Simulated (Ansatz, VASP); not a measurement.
# BaTiO3 in VASP and in Ansatz

File INCAR:

```
SYSTEM = BaTiO3
  PREC = Accurate
  ENCUT = 520
  EDIFF = 1E-8
  ISMEAR = -1
  SIGMA = 0.05
  LREAL = .FALSE.
  LASPH = .TRUE.
  NELM = 60
  ALGO = Normal
  ISIF = 2
  LWAVE = .FALSE.
  LCHARG = .FALSE.
  LEFG = .TRUE.
  NBANDS = 28
```

KPOINTS

```
regular mesh
0
G
  8 8 8
  0 0 0
```

The input POSCAR:

```
BaTiO3
1.0
    4.0600336789      0.0000000000      0.0000000000
    0.0000000000      4.0600336789      0.0000000000
    0.0000000000      0.0000000000      4.0600336789
Ba Ti O
1 1 3
Direct
    0.5000000000      0.5000000000      0.5000000000
    0.0000000000      0.0000000000      0.0000000000
    0.5000000000      0.0000000000      0.0000000000
    0.0000000000      0.5000000000      0.0000000000
    0.0000000000      0.0000000000      0.5000000000
```

Input for Ansatz:

```yaml
crystal:
  lattice:
    - [4.0600336789, 0.0, 0.0]
    - [0.0, 4.0600336789, 0.0]
    - [0.0, 0.0, 4.0600336789]
  atoms:
    - { symbol: Ba, position: [0.5, 0.5, 0.5] }
    - { symbol: Ti, position: [0.0, 0.0, 0.0] }
    - { symbol: O, position: [0.5, 0.0, 0.0] }
    - { symbol: O, position: [0.0, 0.5, 0.0] }
    - { symbol: O, position: [0.0, 0.0, 0.5] }
kpoints:
  mp_grid: { grid: [8, 8, 8] }
scf:
  occupations: { method: fermi_dirac, width: 0.05 }
hamiltonian:
  xc: lda
  pseudopotentials: { kind: all_electron, datasets: crystal }
output:
  forces: true
  stress: true
  eigenvalues: true
  efg: { contact_densities: true }
```

Change from the starting cell: volume scaled by 1.04, crystal datasets.

Alike in both runs: task electric field gradients; functional LDA; k mesh 8 × 8 × 8; occupations fermi-dirac, width 0.05 eV; no spin polarisation.

|  | VASP | Ansatz |
| --- | --- | --- |
| version | VASP 6.6.1 | Ansatz 0.2.0 |
| potentials or method | VASP PAW LDA potentials, release 64 (Ba_sv, Ti_sv, O), cutoff 520 eV | all-electron PAW with datasets made for the crystal, scalar-relativistic |

Ansatz gave:

```
pressure (GPa)                                       : -14.8
size of Vzz on the site where it differs most (V/Å²) : 25.3
```

Task: Estimate VASP's values.

Result: Pressure (GPa): -13.1; size of Vzz on the site where it differs most (V/Å²): 25.1.

LDA's correlation is that of Perdew and Zunger in VASP and of Perdew and Wang (1992) in Ansatz. Ansatz ran all-electron here, and VASP with PAW potentials.

Spin-orbit coupling is off throughout.
